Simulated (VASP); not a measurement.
Write the native input for VASP 6.6.1 that does the following.

```yaml
Task: single point
Functional: r2SCAN
Potentials_or_basis: VASP PAW PBE potentials, release 64 (Be, S)
Cutoff: 660 eV
k_mesh: 8 × 8 × 8
Occupations: gaussian, width 0.02 eV
Spin: no spin polarisation
Dipole_correction: no
Further_INCAR_settings: ALGO = Normal; EDIFF = 1e-06; NBANDS = 11
```

BeS:

```
Be S
1.0
     0.00000    2.43464    2.43464
     2.43464    0.00000    2.43464
     2.43464    2.43464    0.00000
Be S
1 1
Direct
  0.00000 0.00000 0.00000
  0.75000 0.75000 0.75000
```

These files were run (other wordings do the same):

POSCAR

```
BeS
1.0
    0.0000000000      2.4346432360      2.4346432360
    2.4346432360      0.0000000000      2.4346432360
    2.4346432360      2.4346432360      0.0000000000
Be S
1 1
Direct
    0.0000000000      0.0000000000      0.0000000000
    0.7500000000      0.7500000000      0.7500000000
```

INCAR.step1

```
SYSTEM = BeS
PREC = Accurate ; ENCUT = 660
ISMEAR = 0 ; SIGMA = 0.02
LREAL = .False. ; LASPH = .True.
NELM = 120 ; NBANDS = 11
GGA = PE ; ALGO = Normal
EDIFF = 1E-5 ; LWAVE = .True.
LCHARG = .False. ; GGA_COMPAT = .False.
```

INCAR.step2

```
SYSTEM = BeS
PREC = Accurate ; ENCUT = 660
EDIFF = 1E-6 ; ISMEAR = 0
SIGMA = 0.02 ; LREAL = .False.
LASPH = .True. ; NELM = 120
ALGO = Normal ; ISIF = 2
LWAVE = .False. ; LCHARG = .False.
METAGGA = R2SCAN ; LMIXTAU = .True.
NBANDS = 11 ; ISTART = 1
GGA_COMPAT = .False.
```

KPOINTS

```
Automatic mesh
0
Gamma
  8 8 8
  0 0 0
```

Potentials or basis: VASP PAW PBE potentials, release 64 (Be, S).

Command:

```sh
$ cat potpaw_PBE.64/Be/POTCAR potpaw_PBE.64/S/POTCAR > POTCAR
$ cp INCAR.step1 INCAR
$ mpirun -np 1 vasp_std > vasp.out
$ cp INCAR.step2 INCAR
$ mpirun -np 1 vasp_std > vasp.out
```

It gave:

```yaml
Pressure: 0.3 GPa
Band_gap_on_the_k_mesh: 3.60 eV (least direct gap 6.26 eV)
```

Caveat: the PAW data sets were made with another functional, which shifts forces and pressure a little.

It took 48 s on 1 thread of Intel(R) Xeon(R) Platinum 8375C CPU @ 2.90GHz (Ice Lake), with other jobs on the host, peak memory 0.16 GiB.
